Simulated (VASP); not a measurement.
# YPtC2N2 (Immm) in VASP: single point with PBE

Aim: the single point of YPtC2N2 with PBE.

Program: VASP 6.6.1. These are calculated values, not measurements. Logs are shortened: lines on timing, memory, paths and dates and some standing lists are left out, and cuts for length are marked.

### 1 The cell of the first run

It takes space group Immm (No. 71, orthorhombic). Conventional cell: a = 3.604 Å, b = 5.852 Å, c = 9.388 Å, α = 90.00°, β = 90.00°, γ = 90.00°. Within 3.7 Å of Y (site symmetry mmm) lie 4 N at 2.39 Å and 2 Pt at 2.93 Å and 8 C at 3.31 to 3.50 Å and 2 Y at 3.60 Å. Pt (site symmetry mmm) has 2 C at 1.92 Å within 2.5 Å. C (site symmetry mm2) has 1 N at 1.20 Å within 1.6 Å. Within 1.6 Å of N (site symmetry mm2) lie 1 C at 1.20 Å.

### 2 Single point, PBE

Input file INCAR:

```
PREC     = Accurate       # precision mode
ENCUT    = 520            # plane-wave cutoff, eV
EDIFF    = 1E-6           # SCF threshold, eV
ISMEAR   = 0              # smearing method
SIGMA    = 0.1            # smearing width, eV
LREAL    = False          # projectors in reciprocal space
LASPH    = True           # aspherical terms in the spheres
NELM     = 80             # most SCF steps
ALGO     = Normal         # electronic algorithm
ISIF     = 2              # what is computed and relaxed
LWAVE    = False          # write WAVECAR
LCHARG   = False          # write CHGCAR
GGA      = PE             # functional
NBANDS   = 28             # bands
```

Input file KPOINTS:

```
regular mesh
0
Gamma
  12 12 12
```

Input file POSCAR:

```
YPtC2N2
1.0
   -1.8021296106      2.9261892653      4.6940635554
    1.8021296106     -2.9261892653      4.6940635554
    1.8021296106      2.9261892653     -4.6940635554
Y Pt C N
1 1 2 2
Direct
    0.5000000000      0.0000000000      0.5000000000
    0.0000000000      0.0000000000      0.0000000000
    0.7959620549      0.7959620549      0.0000000000
    0.2040379451      0.2040379451      0.0000000000
    0.6678640303      0.6678640303      0.0000000000
    0.3321359697      0.3321359697      0.0000000000
```

Potentials or basis: VASP PAW PBE potentials, release 64 (Y_sv, Pt, C, N).

Launch:

```console
> cat potpaw_PBE.64/Y_sv/POTCAR potpaw_PBE.64/Pt/POTCAR potpaw_PBE.64/C/POTCAR potpaw_PBE.64/N/POTCAR > POTCAR
> mpirun -np 1 vasp_std > vasp.out
```

OUTCAR:

```text
PREC = Accurate
   ENCUT = 520
   EDIFF = 1E-6
   ISMEAR = 0
   LREAL = False
   LASPH = True
   NELM = 80
   ISIF = 2
   GGA = PE

 ion  position               nearest neighbor table
   1  0.500  0.000  0.500-   5 2.39   6 2.39   5 2.39   6 2.39   2 2.93   2 2.93
   2  0.000  0.000  0.000-   3 1.92   4 1.92   1 2.93   1 2.93
   3  0.796  0.796  0.000-   5 1.20   2 1.92
   4  0.204  0.204  0.000-   6 1.20   2 1.92
   5  0.668  0.668  0.000-   3 1.20   1 2.39   1 2.39
   6  0.332  0.332  0.000-   4 1.20   1 2.39   1 2.39

  LATTYP: Found a body centered orthorhombic cell.
 ALAT       =     3.6042592212
 B/A-ratio  =     1.6237396290
 C/A-ratio  =     2.6047313844

  Lattice vectors:

 A1 = (  -1.8021296106,   2.9261892653,   4.6940635554)
 A2 = (   1.8021296106,  -2.9261892653,   4.6940635554)
 A3 = (   1.8021296106,   2.9261892653,  -4.6940635554)

Analysis of symmetry for initial positions (statically):
=====================================================================
 Subroutine PRICEL returns:
 Original cell was already a primitive cell.

 Routine SETGRP: Setting up the symmetry group for a
 body centered orthorhombic supercell.

 Subroutine GETGRP returns: Found  8 space group operations
 (whereof  8 operations were pure point group operations)
 out of a pool of  8 trial point group operations.

The static configuration has the point symmetry D_2h.

Analysis of symmetry for dynamics (positions and initial velocities):
=====================================================================
 Subroutine PRICEL returns:
 Original cell was already a primitive cell.

 Routine SETGRP: Setting up the symmetry group for a
 body centered orthorhombic supercell.

 Subroutine GETGRP returns: Found  8 space group operations
 (whereof  8 operations were pure point group operations)
 out of a pool of  8 trial point group operations.

The dynamic configuration has the point symmetry D_2h.

 Subroutine INISYM returns: Found  8 space group operations
 (whereof  8 operations are pure point group operations),
 and found     1 'primitive' translations

----------------------------------------------------------------------------------------

                                     Primitive cell

  volume of cell :      99.0142

  direct lattice vectors                    reciprocal lattice vectors
    -1.802129611  2.926189265  4.694063555     0.000000000  0.170870697  0.106517518
     1.802129611 -2.926189265  4.694063555     0.277449523  0.000000000  0.106517518
     1.802129611  2.926189265 -4.694063555     0.277449523  0.170870697  0.000000000

  length of vectors
     5.817601517  5.817601517  5.817601517     0.201352370  0.297193908  0.325845105

  position of ions in fractional coordinates (direct lattice)
     0.500000000  0.000000000  0.500000000
     0.000000000  0.000000000  0.000000000
     0.795962055  0.795962055  0.000000000
     0.204037945  0.204037945  0.000000000
     0.667864030  0.667864030  0.000000000
     0.332135970  0.332135970  0.000000000

  ion indices of the primitive-cell ions
   primitive index   ion index
                 1           1
                 2           2
                 3           3
                 4           4
                 5           5
                 6           6

----------------------------------------------------------------------------------------

 KPOINTS: regular mesh

Automatic generation of k-mesh.
 Grid dimensions read from file:
 generate k-points for:   12   12   12

 Generating k-lattice:

  Cartesian coordinates                     Fractional coordinates (reciprocal lattice)
     0.000000000  0.014239225  0.008876460     0.083333333  0.000000000  0.000000000
     0.023120794  0.000000000  0.008876460     0.000000000  0.083333333  0.000000000
     0.023120794  0.014239225  0.000000000     0.000000000  0.000000000  0.083333333

  Length of vectors
     0.016779364  0.024766159  0.027153759

  Shift w.r.t. Gamma in fractional coordinates (k-lattice)
     0.000000000  0.000000000  0.000000000

 Subroutine IBZKPT returns following result:
 ===========================================

 Found    280 irreducible k-points:

 Following reciprocal coordinates:
            Coordinates               Weight
  0.000000  0.000000  0.000000      1.000000
  0.083333 -0.000000  0.000000      4.000000
  0.166667  0.000000 -0.000000      4.000000
  0.250000  0.000000 -0.000000      4.000000
  0.333333  0.000000  0.000000      4.000000
  0.416667  0.000000 -0.000000      4.000000
[... 16 lines left out ...]
  0.250000  0.166667 -0.000000      8.000000
  0.333333  0.166667  0.000000      8.000000
 [... further k-points ...]
   k-points           NKPTS =    280   k-points in BZ     NKDIM =    280   number of bands    NBANDS=     28
   number of dos      NEDOS =    301   number of ions     NIONS =      6
   total plane-waves  NPLWV = 110592
   dimension x,y,z NGX =    48 NGY =   48 NGZ =   48
   dimension x,y,z NGXF=    96 NGYF=   96 NGZF=   96
   ions per type =               1   1   2   2
   NGX,Y,Z   is equivalent  to a cutoff of  13.72, 13.72, 13.72 a.u.
   NGXF,Y,Z  is equivalent  to a cutoff of  27.43, 27.43, 27.43 a.u.
 SYSTEM =  unknown system
   PREC   = accura    normal or accurate (medium, high low for compatibility)
   ISTART =      0    job   : 0-new  1-cont  2-samecut
   ICHARG =      2    charge: 1-file 2-atom 10-const
   ISPIN  =      1    spin polarized calculation?
   LNONCOLLINEAR =      F non collinear calculations
   LSORBIT =      F    spin-orbit coupling
   LASPH  =      T    aspherical Exc in radial PAW
   ENCUT  =  520.0 eV  38.22 Ry    6.18 a.u.  10.82 10.82 10.82*2*pi/ulx,y,z
   NELM   =     80;   NELMIN=  2; NELMDL= -5     # of ELM steps
   EDIFF  = 0.1E-05   stopping-criterion for ELM
   LREAL  =      F    real-space projection
   EDIFFG = 0.1E-04   stopping-criterion for IOM
   NSW    =      0    number of steps for IOM
   IBRION =     -1    ionic relax: 0-MD 1-quasi-New 2-CG
   NFREE  =      0    steps in history (QN), initial steepest desc. (CG)
   ISIF   =      2    stress and relaxation
   ISYM   =      2    0-nonsym 1-usesym 2-fastsym
   POTIM  = 0.5000    time-step for ionic-motion
   TEBEG  =    0.0;   TEEND  =   0.0 temperature during run
   PSTRESS=    0.0 pullay stress
   NELECT =      39.0000    total number of electrons
   NUPDOWN=      -1.0000    fix difference up-down
   EMIN   =  10.00;   EMAX   =-10.00  energy-range for DOS
   EFERMI =   0.00;   METHOD = LEGACY
   ISMEAR =     0;   SIGMA  =   0.10  broadening in eV -4-tet -1-fermi 0-gaus
   EFERMI_NEDOS =   21; number of points for ismear=-14 and -15
   IALGO  =     38    algorithm
   IMIX   =      4    mixing-type and parameters
     AMIX     =   0.40;   BMIX     =  1.00
     AMIX_MAG =   1.60;   BMIX_MAG =  1.00
  volume/ion in A,a.u.               =      16.50       111.36
  Fermi-wavevector in a.u.,A,eV,Ry     =   1.200044  2.267755 19.593832  1.440106
  Thomas-Fermi vector in A             =   2.335891
   LORBIT       =      0    0 simple, 1 ext, 2 COOP (PROOUT), +10 PAW based schemes
   GGA     = PE    functional components
   LHFCALC =     F    Hartree Fock is set to
   AEXX    =    0.0000 exact exchange contribution
   IVDW    =     0    specifies the selected vdW correction
   LEPSILON=     F    determine dielectric tensor
   LRPA    =     F    only Hartree local field effects (RPA)
 non-spin polarized calculation
 Gauss-broadening in eV      SIGMA  =   0.10
  energy-cutoff  :      520.00
  volume of cell :       99.01
 maximum number of plane-waves:      2686
 NGX is ok and might be reduce to    48
   NGX = 21   NGY = 21   NGZ = 21

 number of electron      39.0000000 magnetization

 Free energy of the ion-electron system (eV)
  ---------------------------------------------------
  ext. energy  EPLUGINS =         0.00000000
  ---------------------------------------------------
  free energy    TOTEN  =       -49.81450951 eV

  energy without entropy =      -49.80785851  energy(sigma->0) =      -49.81118401

 E-fermi :   3.9593     XC(G=0):  -9.6171

 val. band max:        3.9576298654   @ k =   0.1667   0.5000   0.0833
 cond. band min:       3.9604208127   @ k =   0.1667   0.5000   0.0000
 fundamental gap:      0.0027909473
 Fermi energy:         3.9592989416

 k-point     1 :       0.0000    0.0000    0.0000
  band No.  band energies     occupation
      1     -39.6982      2.00000
      2     -19.8990      2.00000
      3     -19.5970      2.00000
      4     -19.5530      2.00000
      5     -15.5165      2.00000
      6     -15.0612      2.00000
[... 20 lines left out ...]
     27       8.2855      0.00000
     28      10.4377      0.00000

 k-point     2 :       0.0833   -0.0000    0.0000
  band No.  band energies     occupation
      1     -39.6981      2.00000
      2     -19.8995      2.00000
      3     -19.5985      2.00000
      4     -19.5530      2.00000
      5     -15.5099      2.00000
      6     -15.0669      2.00000
[... 20 lines left out ...]
     27       8.2558      0.00000
     28       9.7814      0.00000

 k-point     3 :       0.1667    0.0000   -0.0000
  band No.  band energies     occupation
      1     -39.6980      2.00000
      2     -19.9010      2.00000
      3     -19.6028      2.00000
      4     -19.5531      2.00000
      5     -15.4906      2.00000
      6     -15.0835      2.00000
[... 20 lines left out ...]
     27       8.1992      0.00000
     28       9.3627      0.00000

 k-point     4 :       0.2500    0.0000   -0.0000
  band No.  band energies     occupation
      1     -39.6978      2.00000
      2     -19.9030      2.00000
      3     -19.6086      2.00000
      4     -19.5533      2.00000
      5     -15.4616      2.00000
      6     -15.1090      2.00000
[... 20 lines left out ...]
     27       8.1541      0.00000
     28       9.2532      0.00000

 k-point     5 :       0.3333    0.0000    0.0000
  band No.  band energies     occupation
      1     -39.6976      2.00000
      2     -19.9050      2.00000
      3     -19.6144      2.00000
      4     -19.5535      2.00000
      5     -15.4277      2.00000
      6     -15.1395      2.00000
[... 20 lines left out ...]
     27       8.1160      0.00000
     28       9.3773      0.00000

 k-point     6 :       0.4167    0.0000   -0.0000
  band No.  band energies     occupation
      1     -39.6975      2.00000
      2     -19.9065      2.00000
      3     -19.6186      2.00000
      4     -19.5536      2.00000
      5     -15.3973      2.00000
      6     -15.1671      2.00000
[... 463 lines left out ...]
      5     -15.4068      2.00000
      6     -15.1261      2.00000
[... 20 lines left out ...]
     27       8.2506      0.00000
     28       9.9745      0.00000

 k-point    22 :       0.1667    0.1667    0.0000
  band No.  band energies     occupation
      1     -39.6920      2.00000
      2     -19.8677      2.00000
      3     -19.6742      2.00000
      4     -19.5952      2.00000
      5     -15.3847      2.00000
      6     -15.1446      2.00000
[... 20 lines left out ...]
     27       8.1959      0.00000
     28       9.6907      0.00000

 k-point    23 :       0.2500    0.1667   -0.0000
  band No.  band energies     occupation
      1     -39.6919      2.00000
      2     -19.8694      2.00000
      3     -19.6742      2.00000
      4     -19.6010      2.00000
      5     -15.3565      2.00000
      6     -15.1690      2.00000
[... 20 lines left out ...]
     27       8.1235      0.00000
     28       9.6657      0.00000

 k-point    24 :       0.3333    0.1667    0.0000
  band No.  band energies     occupation
      1     -39.6917      2.00000
      2     -19.8707      2.00000
      3     -19.6743      2.00000
      4     -19.6067      2.00000
      5     -15.3273      2.00000
      6     -15.1955      2.00000
[... 20 lines left out ...]
     27       8.0781      0.00000
     28       9.7292      0.00000

 [... further k-points ...]

------------------------ aborting loop because EDIFF is reached ----------------------------------------

  FORCE on cell =-STRESS in cart. coord.  units (eV):
  Direction    XX          YY          ZZ          XY          YZ          ZX
  --------------------------------------------------------------------------------------
  -------------------------------------------------------------------------------------
  Total       -0.0652771     -0.0784377      0.4493376     -0.0000000      0.0000000      0.0000000
  in kB       -1.0562674     -1.2692234      7.2708628     -0.0000000      0.0000000      0.0000000
  external PRESSURE =       1.6484573 kB  Pullay stress =       0.0000000 kB

 VOLUME and BASIS-vectors are now :
 -----------------------------------------------------------------------------
  energy-cutoff  :      520.00
  volume of cell :       99.01
      direct lattice vectors                 reciprocal lattice vectors
    -1.802129611  2.926189265  4.694063555     0.000000000  0.170870697  0.106517518
     1.802129611 -2.926189265  4.694063555     0.277449523  0.000000000  0.106517518
     1.802129611  2.926189265 -4.694063555     0.277449523  0.170870697  0.000000000

 POSITION                                       TOTAL-FORCE (eV/Angst)
 -----------------------------------------------------------------------------------
      0.00000      2.92619      0.00000        -0.000000      0.000000     -0.000000
      0.00000      0.00000      0.00000        -0.000000      0.000000     -0.000000
      0.00000      0.00000      7.47259        -0.000000     -0.000000      0.268921
      0.00000      0.00000      1.91553         0.000000      0.000000     -0.268921
      0.00000      0.00000      6.26999         0.000000     -0.000000     -0.247100
      0.00000      0.00000      3.11813        -0.000000      0.000000      0.247100
 -----------------------------------------------------------------------------------
    total drift:                               -0.000000     -0.000000      0.000000

  FREE ENERGIE OF THE ION-ELECTRON SYSTEM (eV)
  ---------------------------------------------------
  free  energy   TOTEN  =       -49.8145095109 eV

  energy  without entropy=      -49.8078585111  energy(sigma->0) =      -49.81118401
```

Wall time 12 min (1 thread of Intel Xeon 6975P-C (Granite Rapids), shared host); peak memory 1 GiB.

Results:

```yaml
Free_energy: -49.8145 eV
Pressure: 0.2 GPa
Largest_force: 0.269 eV/Å
Band_gap_on_the_k_mesh: zero (an odd number of electrons rules out a gap without spin polarisation)
```

Forces on the atoms (eV/Å):
```
Y    0.000  0.000  0.000
Pt   0.000  0.000  0.000
C    0.000  0.000  0.269
C    0.000  0.000 -0.269
N    0.000  0.000 -0.247
N    0.000  0.000  0.247
```

Stress tensor (GPa, compression positive):
```
-0.11  0.00  0.00
 0.00 -0.13  0.00
 0.00  0.00  0.73
```

Levels at points of the mesh, in eV from the Fermi level:
```tsv
k point	band 16	band 17	band 18	band 19	band 20	band 21	band 22	band 23	band 24	band 25
(0.00, 0.00, 0.00)	-3.22	-3.19	-3.09	-2.64	-0.34	1.12	2.14	2.19	2.65	3.30
(0.50, 0.00, 0.00)	-3.09	-2.99	-2.92	-2.47	-0.71	0.81	1.08	1.99	2.80	3.09
(0.00, 0.50, 0.00)	-3.95	-3.66	-2.83	-1.06	0.36	1.39	1.52	2.46	2.46	3.66
(0.50, 0.50, 0.00)	-3.15	-3.11	-2.99	-1.16	-0.98	0.39	1.64	1.97	3.30	3.52
(0.50, 0.50, 0.50)	-4.01	-3.45	-3.19	-2.63	1.16	1.99	2.20	2.38	2.63	3.34
```

Caveat: spin-orbit coupling is left out, which moves the levels of the heavy elements.
